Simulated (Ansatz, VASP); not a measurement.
Hf in VASP and in Ansatz

INCAR

```
PREC = Accurate
ENCUT = 520
EDIFF = 1E-7
ISMEAR = 0
SIGMA = 0.15
LREAL = F
LASPH = T
NELM = 100
ALGO = Fast
ISIF = 2
LWAVE = F
LCHARG = F
GGA = PS
NBANDS = 17
```

File KPOINTS:

```
Automatic mesh
0
Gamma
  18 18 10
```

Contents of POSCAR:

```
Hf
1.0
    3.4364509135      0.0000000000      0.0000000000
   -1.7182254568      2.9760537900      0.0000000000
    0.0000000000      0.0000000000      5.0578000000
Hf
2
Direct
    0.3333333333      0.6666666667      0.2500000000
    0.6666666667      0.3333333333      0.7500000000
```

Input for Ansatz:

```yaml
crystal:
  lattice:
    - [3.4364509135, 0.0, 0.0]
    - [-1.7182254568, 2.97605379, 0.0]
    - [0.0, 0.0, 5.0578]
  atoms:
    - { symbol: Hf, position: [0.3333333333, 0.6666666667, 0.25] }
    - { symbol: Hf, position: [0.6666666667, 0.3333333333, 0.75] }
basis:
  ecutwfc: 420
kpoints:
  mp_grid: { grid: [18, 18, 10] }
hamiltonian:
  xc: pbesol
scf:
  occupations: { method: gaussian, width: 0.15 }
output:
  forces: true
  stress: true
  eigenvalues: true
```

Change from the starting cell: strain +0.0750 x Voigt [1, 1, 0, 0, 0, 0], atoms carried along.

Alike in both runs: task single point; functional PBEsol; k mesh 18 × 18 × 10; occupations gaussian, width 0.15 eV; no spin polarisation.

```csv
,VASP,Ansatz
version,VASP 6.6.1,Ansatz 0.2.0
potentials or method,"VASP PAW PBE potentials, release 64 (Hf_pv), cutoff 520 eV","scalar-relativistic, plane waves, PAW"
valence electrons in the cell,20,52
```

```csv
,VASP,Ansatz,Ansatz less VASP
gap on the k mesh at the Fermi level (eV),none,none,-
pressure (GPa),-15.0,-14.6,+0.37
"traceless stress, the component that is largest in VASP (GPa)",3.65,3.71,+0.057
```

VASP's potentials were made for PBE, not for PBEsol. A gap of «none» marks a metal or a gap that the smearing closes. VASP's potentials hold 20 valence electrons a cell and Ansatz's 52, so a difference there can come from the potentials and not from the codes.

Neither program's run includes spin-orbit coupling.
